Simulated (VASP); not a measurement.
# Ni (Fm-3m) in VASP: settings compared, part 2 of 2

VASP 6.6.1.

## 3. Single point, LDA, collinear spin, ferromagnetic start

INCAR

```
PREC = Accurate
ENCUT = 600
EDIFF = 1E-6
ISMEAR = 0
SIGMA = 0.1
LREAL = False
LASPH = True
NELM = 200
ALGO = Normal
ISIF = 2
LWAVE = False
LCHARG = False
ISPIN = 2
MAGMOM = 0.81
LORBIT = 11
LMAXMIX = 4
NELECT = 11.0
NBANDS = 15
GGA_COMPAT = False
```

KPOINTS

```
Automatic mesh
0
Gamma
  8 8 8
```

POSCAR

```
Ni
1.0
    0.0000000000      1.7679500000      1.7679500000
    1.7679500000      0.0000000000      1.7679500000
    1.7679500000      1.7679500000      0.0000000000
Ni
1
Direct
    0.0000000000      0.0000000000      0.0000000000
```

Potentials or basis: VASP PAW LDA potentials, release 64 (Ni).

Command:

```bash
cat potpaw_LDA.64/Ni/POTCAR > POTCAR
mpirun -np 1 vasp_std > vasp.out
```

OUTCAR:

```text
PREC = Accurate
   ENCUT = 600
   EDIFF = 1E-6
   ISMEAR = 0
   LREAL = False
   LASPH = True
   NELM = 200
   ISIF = 2
   ISPIN = 2
   LORBIT = 11
   NELECT = 11.0

 ion  position               nearest neighbor table
   1  0.000  0.000  0.000-

  LATTYP: Found a face centered cubic cell.
 ALAT       =     3.5359000000

  Lattice vectors:

 A1 = (   0.0000000000,   1.7679500000,   1.7679500000)
 A2 = (   1.7679500000,   0.0000000000,   1.7679500000)
 A3 = (   1.7679500000,   1.7679500000,   0.0000000000)

Analysis of symmetry for initial positions (statically):
=====================================================================
 Subroutine PRICEL returns:
 Original cell was already a primitive cell.

 Routine SETGRP: Setting up the symmetry group for a
 face centered cubic supercell.

 Subroutine GETGRP returns: Found 48 space group operations
 (whereof 48 operations were pure point group operations)
 out of a pool of 48 trial point group operations.

The static configuration has the point symmetry O_h .

Analysis of symmetry for dynamics (positions and initial velocities):
[... 621 lines left out ...]
      2       7.9992      1.00000
      3       7.9992      1.00000
      4       7.9992      1.00000
      5       9.2875      1.00000
      6       9.2875      1.00000
      7      31.4825      0.00000
      8      35.3792      0.00000
      9      35.3792      0.00000
     10      35.3792      0.00000
     11      38.8934      0.00000
     12      38.8934      0.00000
     13      38.8934      0.00000
     14      41.0302      0.00000
[... 403 lines left out ...]
      4       8.6170      1.00000
      5      10.0336      1.00000
      6      12.7086      0.00000
      7      15.3891      0.00000
      8      24.4873      0.00000
      9      25.2263      0.00000
     10      33.6408      0.00000
     11      38.0378      0.00000
     12      45.0000      0.00000
     13      47.5429      0.00000
     14      48.3622      0.00000
     15      50.1574      0.00000

 [... further k-points ...]
[... 5 lines left out ...]
  --------------------------------------------------------------------------------------
  -------------------------------------------------------------------------------------
  Total       13.7483299     13.7483299     13.7483299     -0.0000000      0.0000000      0.0000000
  in kB     1993.0610277   1993.0610277   1993.0610277     -0.0000000      0.0000000      0.0000000
  external PRESSURE =    1993.0610277 kB  Pullay stress =       0.0000000 kB

 VOLUME and BASIS-vectors are now :
 -----------------------------------------------------------------------------
  energy-cutoff  :      600.00
  volume of cell :       11.05
      direct lattice vectors                 reciprocal lattice vectors
     0.000000000  1.767950000  1.767950000    -0.282813428  0.282813428  0.282813428
     1.767950000  0.000000000  1.767950000     0.282813428 -0.282813428  0.282813428
     1.767950000  1.767950000  0.000000000     0.282813428  0.282813428 -0.282813428

 POSITION                                       TOTAL-FORCE (eV/Angst)
 -----------------------------------------------------------------------------------
      0.00000      0.00000      0.00000        -0.000000     -0.000000     -0.000000
 -----------------------------------------------------------------------------------
    total drift:                               -0.000000     -0.000000     -0.000000

  FREE ENERGIE OF THE ION-ELECTRON SYSTEM (eV)
  ---------------------------------------------------
  free  energy   TOTEN  =         3.2874836106 eV

  energy  without entropy=        3.2944291292  energy(sigma->0) =        3.29095637

 total charge

# of ion       s       p       d       tot
------------------------------------------
    1        0.567   0.715   8.895  10.177

 magnetization (x)

# of ion       s       p       d       tot
------------------------------------------
    1        0.000   0.000   0.000   0.000
```

stdout:

```text
POSCAR found type information on POSCAR Ni
 POSCAR found :  1 types and       1 ions
 scaLAPACK will be used
 LDA part: xc-table for (Slater(with rela. corr.)+CA(PZ))
 , standard interpolation
 POSCAR, INCAR and KPOINTS ok, starting setup
 FFT: planning ... GRIDC
 FFT: planning ... GRID_SOFT
 FFT: planning ... GRID
 WAVECAR not read
 entering main loop
 the old and the new charge density differ
 old charge density:    10.00000 new   11.00000
    0.856E+00
```

Run time: 9.5 s. Hardware: 1 thread of AMD EPYC 7R13 (Zen 3), shared host; peak memory 0.09 GiB.

Results:

```yaml
Free_energy: 3.2875 eV
Net_moment: 0.00 μB per cell
Valence_electrons_inside_the_program's_atomic_spheres: Ni 10.18
```

Caveat: the k points lie up to 0.38 Å⁻¹ apart; the cell carries a net charge on a neutralising background, which shifts energy and pressure; the cell is charged against a uniform background, so pressure and absolute levels hang on convention; the moments typed at the start vanished in this run.

## 4. Single point, PBE, collinear spin, ferromagnetic start

INCAR: that of step 3 with these lines changed.

```diff
@@ -16,3 +16,3 @@
 LMAXMIX = 4
-NELECT = 11.0
+GGA = PE
 NBANDS = 15
```

KPOINTS is that of step 3.

POSCAR: that of step 3 with these lines changed.

```diff
@@ -8,2 +8,2 @@
 Direct
-    0.0000000000      0.0000000000      0.0000000000
+    0.9170000000      0.1760000000      0.5060000000
```

Potentials or basis: VASP PAW PBE potentials, release 64 (Ni).

Command:

```bash
cat potpaw_PBE.64/Ni/POTCAR > POTCAR
mpirun -np 1 vasp_std > vasp.out
```

Run time: 9.8 s. Hardware: 1 thread of AMD EPYC 7R13 (Zen 3), shared host; peak memory 0.1 GiB.

It converged, with:

```yaml
Free_energy: -5.4728 eV
Pressure: -2.8 GPa
Net_moment: 0.70 μB per cell
Site_moments: Ni +0.71 μB
Valence_electrons_inside_the_program's_atomic_spheres: Ni 9.28
```

Levels at points of the mesh, in eV from the Fermi level:
Spin up:
```csv
k point,band 3,band 4,band 5,band 6,band 7,band 8
"(0.00, 0.00, 0.00)",-2.45,-2.45,-1.30,-1.30,23.59,27.32
"(0.50, 0.00, 0.00)",-2.43,-0.67,-0.67,-0.26,5.52,22.09
"(0.50, 0.50, 0.00)",-0.61,-0.54,-0.54,2.43,9.06,14.67
```
Spin down:
```csv
k point,band 1,band 2,band 3,band 4,band 5,band 6,band 7,band 8
"(0.00, 0.00, 0.00)",-8.93,-1.63,-1.63,-1.63,-0.64,-0.64,23.44,27.32
"(0.50, 0.00, 0.00)",-4.30,-1.74,-1.74,-0.32,0.16,0.16,5.99,21.95
"(0.50, 0.50, 0.00)",-4.20,-3.48,0.07,0.40,0.40,2.41,9.33,14.70
```

Caveat: the k points lie up to 0.38 Å⁻¹ apart.

## 5. Single point, PBE, collinear spin, ferromagnetic start

INCAR

```
SYSTEM = Ni
PREC = Accurate
ENCUT = 600
EDIFF = 1E-6
ISMEAR = 0
SIGMA = 0.1
LREAL = .False.
LASPH = .True.
NELM = 200
ALGO = Normal
ISIF = 2
LWAVE = .False.
LCHARG = .True.
ISPIN = 2
MAGMOM = 0.81
LORBIT = 11
LMAXMIX = 4
GGA = PE
LELF = .True.
LVHAR = .True.
NBANDS = 15
GGA_COMPAT = .False.
```

KPOINTS

```
Automatic mesh
0
Gamma
  8 8 8
  0 0 0
```

POSCAR: that of step 4 with these lines changed.

```diff
@@ -8,2 +8,2 @@
 Direct
-    0.9170000000      0.1760000000      0.5060000000
+   -0.0141406714      0.0141406714      0.0141406714
```

Command:

```bash
cat potpaw_PBE.64/Ni/POTCAR > POTCAR
mpirun -np 1 vasp_std > vasp.out
```

It took 11 s on 1 thread of AMD EPYC 7R13 (Zen 3), shared host; peak memory 0.1 GiB.

Results (log left out):

```yaml
Free_energy: -5.4728 eV
Pressure: -2.8 GPa
Net_moment: 0.70 μB per cell
Site_moments: Ni +0.71 μB
Valence_electrons_inside_the_program's_atomic_spheres: Ni 9.28
```

Levels at points of the mesh, in eV from the Fermi level:
Spin up:
```csv
k point,band 1,band 2,band 3,band 4,band 5,band 6,band 7,band 8,band 9,band 10
"(0.00, 0.00, 0.00)",-8.90,-2.45,-2.45,-2.45,-1.30,-1.30,23.59,27.32,27.32,27.32
"(0.50, 0.00, 0.00)",-4.78,-2.43,-2.43,-0.67,-0.67,-0.26,5.52,22.09,24.39,24.39
"(0.50, 0.50, 0.00)",-4.59,-4.16,-0.61,-0.54,-0.54,2.43,9.06,14.67,14.67,19.51
```
Spin down:
| k point | band 2 | band 3 | band 4 | band 5 | band 6 | band 7 |
| --- | --- | --- | --- | --- | --- | --- |
| (0.00, 0.00, 0.00) | -1.63 | -1.63 | -1.63 | -0.64 | -0.64 | 23.44 |
| (0.50, 0.00, 0.00) | -1.74 | -1.74 | -0.32 | 0.16 | 0.16 | 5.99 |
| (0.50, 0.50, 0.00) | -3.48 | 0.07 | 0.40 | 0.40 | 2.41 | 9.33 |

Caveat: the k points lie up to 0.38 Å⁻¹ apart.
